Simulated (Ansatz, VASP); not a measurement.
Pd: VASP beside Ansatz

```
Pd
1.0
     0.00000    1.94650    1.94650
     1.94650    0.00000    1.94650
     1.94650    1.94650    0.00000
Pd
1
Cartesian
  0.0000 0.0000 0.0000
```

Alike in both runs: task single point; functional PBE; k mesh 17 × 17 × 17; occupations fermi-dirac, width 0.08 eV; no spin polarisation.

|  | VASP | Ansatz |
| --- | --- | --- |
| version | VASP 6.6.1 | Ansatz 0.2.0 |
| potentials or method | VASP PAW PBE potentials, release 64 (Pd) | PAW with Ansatz's default frozen-core files, scalar-relativistic |
| plane-wave cutoff (eV) | 520 | 420 |
| valence electrons in the cell | 10 | 18 |

```tsv
	VASP	Ansatz	Ansatz less VASP
pressure (GPa)	7.0	7.4	+0.34
```

VASP's potentials hold 10 valence electrons a cell and Ansatz's 18, so a difference there can come from the potentials and not from the codes.
